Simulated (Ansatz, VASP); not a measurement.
# BaHfO3 in VASP and in Ansatz

```
Ba Hf O
1.0
     4.20613    0.00000    0.00000
     0.00000    4.20613    0.00000
     0.00000    0.00000    4.20613
Ba Hf O
1 1 3
Direct
  0.50000 0.50000 0.50000
  0.00000 0.00000 0.00000
  0.00000 0.00000 0.50000
  0.50000 0.00000 0.00000
  0.00000 0.50000 0.00000
```

Alike in both runs: functional PBE; k mesh 6 × 6 × 6; occupations gaussian, width 0.02 eV; no spin polarisation.

Ansatz relaxed the structure, and its values are those at the end. VASP's run is a single point on that final structure, the one shown.

```csv
,VASP,Ansatz
version,VASP 6.6.1,Ansatz 0.2.0
potentials or method,"VASP PAW PBE potentials, release 64 (Ba_sv, Hf_pv, O), cutoff 520 eV","scalar-relativistic, plane waves, PAW"
valence electrons in the cell,38,54
```

|  | VASP | Ansatz | Ansatz less VASP |
| --- | --- | --- | --- |
| gap on the k mesh at the Fermi level (eV) | 3.54 | 3.62 | +0.087 |
| least direct gap on the mesh (eV) | 3.78 | 3.76 | -0.018 |
| pressure (GPa) | -0.6 | 0.0 | +0.56 |

VASP's potentials hold 38 valence electrons a cell and Ansatz's 54, so a difference there can come from the potentials and not from the codes.

Spin-orbit coupling is off throughout.
